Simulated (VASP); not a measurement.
Input of a VASP 6.6.1 run:

INCAR

```
SYSTEM = Hf
  PREC = Accurate
  ENCUT = 520
  EDIFF = 1E-7
  ISMEAR = 0
  SIGMA = 0.15
  LREAL = .FALSE.
  LASPH = .TRUE.
  NELM = 80
  ALGO = Fast
  ISIF = 2
  LWAVE = .FALSE.
  LCHARG = .FALSE.
  GGA = PS
  NBANDS = 17
```

KPOINTS

```
regular mesh
0
G
  18 18 10
  0 0 0
```

The input POSCAR:

```
Hf
1.0
    3.6161053706      0.0000000000      0.0000000000
   -1.8080526853      3.1316391137      0.0000000000
    0.0000000000      0.0000000000      5.0578000000
Hf
2
Direct
    0.3333333333      0.6666666667      0.2500000000
    0.6666666667      0.3333333333      0.7500000000
```

Potentials or basis: VASP PAW PBE potentials, release 64 (Hf_pv).

The run is started by

```bash
$ cat potpaw_PBE.64/Hf_pv/POTCAR > POTCAR
$ mpirun -np 1 vasp_std > vasp.out
```

Question: What does it give for the pressure?

Answer: -19.0 GPa.

Question: Estimate the band gap on the k mesh.

Answer: Zero (bands 10 and 11 overlap by 1.33 eV).

Stress tensor (GPa, compression positive):
```
-21.24   0.00   0.00
  0.00 -21.24   0.00
  0.00   0.00 -14.59
```

Caveat: the cell differs from its parent crystal (strain +0.1312 x Voigt [1, 1, 0, 0, 0, 0]); the cell stands under tension; the PAW data sets were made with another functional, which shifts forces and pressure a little; spin-orbit coupling is left out, which moves the levels of the heavy elements.
